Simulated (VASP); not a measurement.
Sn: single point with LDA

Crystal: Sn.

```xyz
4
Lattice="1.9964 1.1526 8.6025 -1.9964 1.1526 8.6025 0.0000 -2.3052 8.6025" Properties=species:S:1:pos:R:3 pbc="T T T"
Sn    0.0000    0.0000   24.3785
Sn    0.0000    0.0000    5.3619
Sn    0.0000    0.0000   20.4456
Sn    0.0000    0.0000    1.4290
```

```yaml
Program: VASP 6.6.1
Task: single point
Functional: LDA
Potentials_or_basis: VASP PAW LDA potentials, release 64 (Sn_d)
Cutoff: 520 eV
k_mesh: 6 × 6 × 6
Occupations: gaussian, width 0.1 eV
Spin: no spin polarisation
```

- Pressure: -0.1 GPa
- Largest force: 0.011 eV/Å
- Band gap on the k mesh: zero (bands 28 and 29 overlap by 3.18 eV)

Forces in eV/Å, atoms in the order of the input:
```
Sn   0.000  0.000 -0.011
Sn   0.000  0.000 -0.002
Sn   0.000  0.000  0.002
Sn   0.000  0.000  0.011
```

Stress tensor (GPa, compression positive):
```
-0.05  0.00  0.00
 0.00 -0.05  0.00
 0.00  0.00 -0.18
```

Levels at points of the mesh, in eV from the Fermi level:
| k point | band 25 | band 26 | band 27 | band 28 | band 29 | band 30 | band 31 | band 32 |
| --- | --- | --- | --- | --- | --- | --- | --- | --- |
| (0.00, 0.00, 0.00) | -2.00 | 1.31 | 1.31 | 1.82 | 1.82 | 3.48 | 3.93 | 3.93 |
| (0.50, 0.00, 0.00) | -3.60 | -2.27 | -0.78 | -0.66 | -0.37 | 0.00 | 2.82 | 2.99 |
| (0.50, 0.50, 0.00) | -3.43 | -3.42 | -1.04 | -0.70 | 0.63 | 0.71 | 1.74 | 2.57 |
| (0.50, 0.50, 0.50) | 1.02 | 1.02 | 1.56 | 1.92 | 2.55 | 2.55 | 3.41 | 3.41 |

Wall time 10 min on 1 thread of Intel Xeon 8259CL, on a shared host, peak memory 0.51 GiB.

Caveat: spin-orbit coupling is left out, which moves the levels of the heavy elements.
